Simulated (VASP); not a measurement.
Runs of VASP 6.6.1 on Te4O. The structure is that of space group P-43m (No. 215), or close to it. The cells are those of the table. 

```tsv
task	cell	k mesh	cutoff (eV)	smearing	gap on the mesh (eV)	pressure (GPa)	relaxed volume (Å³/atom)	largest force (eV/Å)
relaxation of cell and atoms	relaxed from a = 4.984 Å, 5 atoms	8 × 8 × 8	600	gaussian 0.1 eV	none	0.0	24.62	-
single point	a = 4.984 Å, 5 atoms	4 × 4 × 4	520	gaussian 0.1 eV	none	-0.5	-	(b)
single point	a = 4.982 Å, 5 atoms	8 × 8 × 8	520	gaussian 0.1 eV	none	-0.2	-	(a)
relaxation of cell and atoms	relaxed from a = 5.438 Å, 5 atoms	4 × 4 × 4	600	gaussian 0.1 eV	none	-0.2	24.65	-
single point	a = 4.982 Å, 5 atoms	8 × 8 × 8	520	tetrahedron	none	-0.2	-	0.01
```

Alike in all rows: level PBE; potentials or basis VASP PAW PBE potentials, release 64 (Te, O); no spin polarisation.

Estimate the missing entries.

(a) 0.02; (b) 0.06.

Caveats: spin-orbit coupling is left out, which moves the levels of the heavy elements; the volume moved by over 15 % at a fixed basis, so the end points are rough (some runs); tetrahedron occupations give inexact forces and stress in metals (some runs).

A k mesh can miss the band edges, and the runs leave out spin-orbit coupling on Te.

A gap of «none» marks levels without a gap at the run's occupations.
